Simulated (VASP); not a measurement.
# CdSe (F-43m) in VASP: a series of runs

Runs on CdSe. Level: PBE. Tasks: single point.

All numbers are computed with VASP 6.6.1; they aren't measurements. Logs are shortened: lines on timing, memory, paths and dates and some standing lists are left out, and cuts for length are marked.

## 1. The cell of the first run

Symmetry: F-43m, No. 216, cubic system. Conventional cell: a = 6.071 Å, b = 6.071 Å, c = 6.071 Å, α = 90.00°, β = 90.00°, γ = 90.00°. Cd (site symmetry -43m) has 4 Se at 2.63 Å within 3.5 Å. Within 3.5 Å of Se (site symmetry -43m) lie 4 Cd at 2.63 Å.

## 2. Single point, PBE (27.97 Å³/atom)

Contents of INCAR:

```
  PREC = Accurate
  ENCUT = 500
  EDIFF = 1E-6
  ISMEAR = 0
  SIGMA = 0.01
  LREAL = F
  LASPH = T
  NELM = 120
  ALGO = Normal
  ISIF = 2
  LWAVE = F
  LCHARG = F
  GGA = PE
  NBANDS = 16
  GGA_COMPAT = F
```

Contents of KPOINTS:

```
Automatic mesh
0
Gamma
  6 6 6
```

Contents of POSCAR:

```
CdSe
1.0
    0.0000000000      3.0353615247      3.0353615247
    3.0353615247      0.0000000000      3.0353615247
    3.0353615247      3.0353615247      0.0000000000
Cd Se
1 1
Direct
    0.0000000000      0.0000000000      0.0000000000
    0.7500000000      0.7500000000      0.7500000000
```

Potentials or basis: VASP PAW PBE potentials, release 64 (Cd, Se).

The run is started by

```console
$ cat potpaw_PBE.64/Cd/POTCAR potpaw_PBE.64/Se/POTCAR > POTCAR
$ mpirun -np 1 vasp_std > vasp.out
```

OUTCAR:

```text
PREC = Accurate
   ENCUT = 500
   EDIFF = 1E-6
   ISMEAR = 0
   LREAL = F
   LASPH = T
   NELM = 120
   ISIF = 2
   GGA = PE

 ion  position               nearest neighbor table
   1  0.000  0.000  0.000-   2 2.63   2 2.63   2 2.63   2 2.63
   2  0.750  0.750  0.750-   1 2.63   1 2.63   1 2.63   1 2.63

  LATTYP: Found a face centered cubic cell.
 ALAT       =     6.0707230494

  Lattice vectors:

 A1 = (   0.0000000000,   3.0353615247,   3.0353615247)
 A2 = (   3.0353615247,   0.0000000000,   3.0353615247)
 A3 = (   3.0353615247,   3.0353615247,   0.0000000000)

Analysis of symmetry for initial positions (statically):
=====================================================================
 Subroutine PRICEL returns:
 Original cell was already a primitive cell.

 Routine SETGRP: Setting up the symmetry group for a
 face centered cubic supercell.

 Subroutine GETGRP returns: Found 24 space group operations
 (whereof 24 operations were pure point group operations)
 out of a pool of 48 trial point group operations.

The static configuration has the point symmetry T_d .

Analysis of symmetry for dynamics (positions and initial velocities):
=====================================================================
 Subroutine PRICEL returns:
 Original cell was already a primitive cell.

 Routine SETGRP: Setting up the symmetry group for a
 face centered cubic supercell.

 Subroutine GETGRP returns: Found 24 space group operations
 (whereof 24 operations were pure point group operations)
 out of a pool of 48 trial point group operations.

The dynamic configuration has the point symmetry T_d .

 Subroutine INISYM returns: Found 24 space group operations
 (whereof 24 operations are pure point group operations),
 and found     1 'primitive' translations

----------------------------------------------------------------------------------------

                                     Primitive cell

  volume of cell :      55.9321

  direct lattice vectors                    reciprocal lattice vectors
     0.000000000  3.035361525  3.035361525    -0.164725024  0.164725024  0.164725024
     3.035361525  0.000000000  3.035361525     0.164725024 -0.164725024  0.164725024
     3.035361525  3.035361525  0.000000000     0.164725024  0.164725024 -0.164725024

  length of vectors
     4.292649435  4.292649435  4.292649435     0.285312111  0.285312111  0.285312111

  position of ions in fractional coordinates (direct lattice)
     0.000000000  0.000000000  0.000000000
     0.750000000  0.750000000  0.750000000

  ion indices of the primitive-cell ions
   primitive index   ion index
                 1           1
                 2           2

----------------------------------------------------------------------------------------

 KPOINTS: Automatic mesh

Automatic generation of k-mesh.
 Grid dimensions read from file:
 generate k-points for:    6    6    6

 Generating k-lattice:

  Cartesian coordinates                     Fractional coordinates (reciprocal lattice)
    -0.027454171  0.027454171  0.027454171     0.166666667  0.000000000  0.000000000
     0.027454171 -0.027454171  0.027454171     0.000000000  0.166666667  0.000000000
     0.027454171  0.027454171 -0.027454171     0.000000000  0.000000000  0.166666667

  Length of vectors
     0.047552018  0.047552018  0.047552018

  Shift w.r.t. Gamma in fractional coordinates (k-lattice)
     0.000000000  0.000000000  0.000000000

 Subroutine IBZKPT returns following result:
 ===========================================

 Found     16 irreducible k-points:

 Following reciprocal coordinates:
            Coordinates               Weight
  0.000000  0.000000  0.000000      1.000000
  0.166667  0.000000  0.000000      8.000000
  0.333333  0.000000  0.000000      8.000000
  0.500000  0.000000  0.000000      4.000000
  0.166667  0.166667  0.000000      6.000000
  0.333333  0.166667  0.000000     24.000000
[... 8 lines left out ...]
 -0.333333  0.333333  0.166667     24.000000
 -0.333333  0.500000  0.166667     12.000000
   k-points           NKPTS =     16   k-points in BZ     NKDIM =     16   number of bands    NBANDS=     16
   number of dos      NEDOS =    301   number of ions     NIONS =      2
   total plane-waves  NPLWV =  32768
   dimension x,y,z NGX =    32 NGY =   32 NGZ =   32
   dimension x,y,z NGXF=    64 NGYF=   64 NGZF=   64
   ions per type =               1   1
   NGX,Y,Z   is equivalent  to a cutoff of  12.39, 12.39, 12.39 a.u.
   NGXF,Y,Z  is equivalent  to a cutoff of  24.79, 24.79, 24.79 a.u.
 SYSTEM =  unknown system
   PREC   = accura    normal or accurate (medium, high low for compatibility)
   ISTART =      0    job   : 0-new  1-cont  2-samecut
   ICHARG =      2    charge: 1-file 2-atom 10-const
   ISPIN  =      1    spin polarized calculation?
   LNONCOLLINEAR =      F non collinear calculations
   LSORBIT =      F    spin-orbit coupling
   LASPH  =      T    aspherical Exc in radial PAW
   ENCUT  =  500.0 eV  36.75 Ry    6.06 a.u.   7.83  7.83  7.83*2*pi/ulx,y,z
   NELM   =    120;   NELMIN=  2; NELMDL= -5     # of ELM steps
   EDIFF  = 0.1E-05   stopping-criterion for ELM
   LREAL  =      F    real-space projection
   EDIFFG = 0.1E-04   stopping-criterion for IOM
   NSW    =      0    number of steps for IOM
   IBRION =     -1    ionic relax: 0-MD 1-quasi-New 2-CG
   NFREE  =      0    steps in history (QN), initial steepest desc. (CG)
   ISIF   =      2    stress and relaxation
   ISYM   =      2    0-nonsym 1-usesym 2-fastsym
   POTIM  = 0.5000    time-step for ionic-motion
   TEBEG  =    0.0;   TEEND  =   0.0 temperature during run
   PSTRESS=    0.0 pullay stress
   NELECT =      18.0000    total number of electrons
   NUPDOWN=      -1.0000    fix difference up-down
   EMIN   =  10.00;   EMAX   =-10.00  energy-range for DOS
   EFERMI =   0.00;   METHOD = LEGACY
   ISMEAR =     0;   SIGMA  =   0.01  broadening in eV -4-tet -1-fermi 0-gaus
   EFERMI_NEDOS =   21; number of points for ismear=-14 and -15
   IALGO  =     38    algorithm
   IMIX   =      4    mixing-type and parameters
     AMIX     =   0.40;   BMIX     =  1.00
     AMIX_MAG =   1.60;   BMIX_MAG =  1.00
  volume/ion in A,a.u.               =      27.97       188.72
  Fermi-wavevector in a.u.,A,eV,Ry     =   1.121877  2.120040 17.124401  1.258608
  Thomas-Fermi vector in A             =   2.258533
   LORBIT       =      0    0 simple, 1 ext, 2 COOP (PROOUT), +10 PAW based schemes
   GGA     = PE    functional components
   LHFCALC =     F    Hartree Fock is set to
   AEXX    =    0.0000 exact exchange contribution
   IVDW    =     0    specifies the selected vdW correction
   LEPSILON=     F    determine dielectric tensor
   LRPA    =     F    only Hartree local field effects (RPA)
 non-spin polarized calculation
 Gauss-broadening in eV      SIGMA  =   0.01
  energy-cutoff  :      500.00
  volume of cell :       55.93
 maximum number of plane-waves:      1435
   NGX = 15   NGY = 15   NGZ = 15

 number of electron      18.0000000 magnetization

 Free energy of the ion-electron system (eV)
  ---------------------------------------------------
  ext. energy  EPLUGINS =         0.00000000
  ---------------------------------------------------
  free energy    TOTEN  =        -5.45584403 eV

  energy without entropy =       -5.45584403  energy(sigma->0) =       -5.45584403

 E-fermi :   1.1163     XC(G=0):  -8.9107

 val. band max:        0.9913901618   @ k =   0.0000   0.0000   0.0000
 cond. band min:       1.6104995325   @ k =   0.0000   0.0000   0.0000
 fundamental gap:      0.6191093707
 Fermi energy:         1.1162687868

 k-point     1 :       0.0000    0.0000    0.0000
  band No.  band energies     occupation
      1     -11.6343      2.00000
      2      -6.9666      2.00000
      3      -6.9666      2.00000
      4      -6.9666      2.00000
      5      -6.5861      2.00000
      6      -6.5861      2.00000
[... 8 lines left out ...]
     15      12.1030      0.00000
     16      12.1030      0.00000

 k-point     2 :       0.1667    0.0000    0.0000
  band No.  band energies     occupation
      1     -11.5411      2.00000
      2      -6.9373      2.00000
      3      -6.9373      2.00000
      4      -6.8780      2.00000
      5      -6.5870      2.00000
      6      -6.5870      2.00000
[... 8 lines left out ...]
     15      11.1275      0.00000
     16      11.5356      0.00000

 k-point     3 :       0.3333    0.0000    0.0000
  band No.  band energies     occupation
      1     -11.3519      2.00000
      2      -6.8886      2.00000
      3      -6.8886      2.00000
      4      -6.5760      2.00000
      5      -6.5760      2.00000
      6      -6.5727      2.00000
[... 8 lines left out ...]
     15      11.5655      0.00000
     16      11.5655      0.00000

 k-point     4 :       0.5000    0.0000    0.0000
  band No.  band energies     occupation
      1     -11.2564      2.00000
      2      -6.8711      2.00000
      3      -6.8711      2.00000
      4      -6.5620      2.00000
      5      -6.5620      2.00000
      6      -6.2863      2.00000
[... 8 lines left out ...]
     15      13.1587      0.00000
     16      13.1587      0.00000

 k-point     5 :       0.1667    0.1667    0.0000
  band No.  band energies     occupation
      1     -11.5104      2.00000
      2      -6.9071      2.00000
      3      -6.9071      2.00000
      4      -6.8911      2.00000
      5      -6.6035      2.00000
      6      -6.5712      2.00000
[... 8 lines left out ...]
     15      12.3374      0.00000
     16      12.7540      0.00000

 k-point     6 :       0.3333    0.1667    0.0000
  band No.  band energies     occupation
      1     -11.3538      2.00000
      2      -6.8731      2.00000
      3      -6.8500      2.00000
      4      -6.7049      2.00000
      5      -6.5612      2.00000
      6      -6.5582      2.00000
[... 8 lines left out ...]
     15      12.5053      0.00000
     16      12.8432      0.00000

 k-point     7 :       0.5000    0.1667    0.0000
  band No.  band energies     occupation
      1     -11.2278      2.00000
      2      -6.8517      2.00000
      3      -6.8272      2.00000
      4      -6.6092      2.00000
      5      -6.5575      2.00000
      6      -6.2694      2.00000
[... 8 lines left out ...]
     15      12.8803      0.00000
     16      13.2613      0.00000

 k-point     8 :      -0.3333    0.1667    0.0000
  band No.  band energies     occupation
      1     -11.2591      2.00000
      2      -6.8523      2.00000
      3      -6.8480      2.00000
      4      -6.5886      2.00000
      5      -6.5865      2.00000
      6      -6.3579      2.00000
[... 8 lines left out ...]
     15      12.0467      0.00000
     16      13.1714      0.00000

 k-point     9 :      -0.1667    0.1667    0.0000
  band No.  band energies     occupation
      1     -11.4161      2.00000
      2      -6.9031      2.00000
      3      -6.8832      2.00000
      4      -6.7368      2.00000
      5      -6.6007      2.00000
      6      -6.5605      2.00000
[... 8 lines left out ...]
     15      11.6614      0.00000
     16      13.0458      0.00000

 k-point    10 :       0.3333    0.3333    0.0000
  band No.  band energies     occupation
      1     -11.2612      2.00000
      2      -6.7747      2.00000
      3      -6.7747      2.00000
      4      -6.7643      2.00000
      5      -6.5414      2.00000
      6      -6.4840      2.00000
[... 8 lines left out ...]
     15      12.9522      0.00000
     16      15.2208      0.00000

 k-point    11 :       0.5000    0.3333    0.0000
  band No.  band energies     occupation
      1     -11.1683      2.00000
      2      -6.7935      2.00000
      3      -6.7403      2.00000
      4      -6.6887      2.00000
      5      -6.5415      2.00000
      6      -6.2375      2.00000
[... 8 lines left out ...]
     15      13.5324      0.00000
     16      14.2315      0.00000

 k-point    12 :      -0.3333    0.3333    0.0000
  band No.  band energies     occupation
      1     -11.1682      2.00000
      2      -6.8190      2.00000
      3      -6.7720      2.00000
      4      -6.6247      2.00000
      5      -6.5720      2.00000
      6      -6.1499      2.00000
[... 8 lines left out ...]
     15      11.8174      0.00000
     16      15.1428      0.00000

 k-point    13 :       0.5000    0.5000    0.0000
  band No.  band energies     occupation
      1     -11.1375      2.00000
      2      -6.7743      2.00000
      3      -6.7004      2.00000
      4      -6.7004      2.00000
      5      -6.5264      2.00000
      6      -6.2206      2.00000
[... 8 lines left out ...]
     15      13.4012      0.00000
     16      14.3829      0.00000

 k-point    14 :       0.5000    0.3333    0.1667
  band No.  band energies     occupation
      1     -11.2296      2.00000
      2      -6.8180      2.00000
      3      -6.8100      2.00000
      4      -6.6561      2.00000
      5      -6.5593      2.00000
      6      -6.3446      2.00000
[... 8 lines left out ...]
     15      13.1691      0.00000
     16      14.1053      0.00000

 k-point    15 :      -0.3333    0.3333    0.1667
  band No.  band energies     occupation
      1     -11.1682      2.00000
      2      -6.8113      2.00000
      3      -6.7829      2.00000
      4      -6.6184      2.00000
      5      -6.5751      2.00000
      6      -6.1489      2.00000
[... 8 lines left out ...]
     15      12.9206      0.00000
     16      14.0353      0.00000

 k-point    16 :      -0.3333    0.5000    0.1667
  band No.  band energies     occupation
      1     -11.1382      2.00000
      2      -6.7777      2.00000
      3      -6.7554      2.00000
      4      -6.6504      2.00000
      5      -6.5581      2.00000
      6      -6.1222      2.00000
[... 8 lines left out ...]
     15      13.8563      0.00000
     16      13.9709      0.00000

------------------------ aborting loop because EDIFF is reached ----------------------------------------

  FORCE on cell =-STRESS in cart. coord.  units (eV):
  Direction    XX          YY          ZZ          XY          YZ          ZX
  --------------------------------------------------------------------------------------
  -------------------------------------------------------------------------------------
  Total        1.2283524      1.2283524      1.2283524     -0.0000000     -0.0000000      0.0000000
  in kB       35.1861930     35.1861930     35.1861930     -0.0000000     -0.0000000      0.0000000
  external PRESSURE =      35.1861930 kB  Pullay stress =       0.0000000 kB

 VOLUME and BASIS-vectors are now :
 -----------------------------------------------------------------------------
  energy-cutoff  :      500.00
  volume of cell :       55.93
      direct lattice vectors                 reciprocal lattice vectors
     0.000000000  3.035361525  3.035361525    -0.164725024  0.164725024  0.164725024
     3.035361525  0.000000000  3.035361525     0.164725024 -0.164725024  0.164725024
     3.035361525  3.035361525  0.000000000     0.164725024  0.164725024 -0.164725024

 POSITION                                       TOTAL-FORCE (eV/Angst)
 -----------------------------------------------------------------------------------
      0.00000      0.00000      0.00000        -0.000000     -0.000000     -0.000000
      4.55304      4.55304      4.55304         0.000000      0.000000      0.000000
 -----------------------------------------------------------------------------------
    total drift:                               -0.000000     -0.000000     -0.000000

  FREE ENERGIE OF THE ION-ELECTRON SYSTEM (eV)
  ---------------------------------------------------
  free  energy   TOTEN  =        -5.4558440299 eV

  energy  without entropy=       -5.4558440299  energy(sigma->0) =       -5.45584403
```

Run time: 5.2 s. Hardware: 1 thread of Intel Xeon 6975P-C (Granite Rapids), shared host; peak memory 0.18 GiB.

Results:

* Free energy: -5.4558 eV
* Pressure: 3.5 GPa
* Band gap on the k mesh: 0.62 eV

Caveat: the cell stands under pressure.

(Part 1 of 2 ends here.)
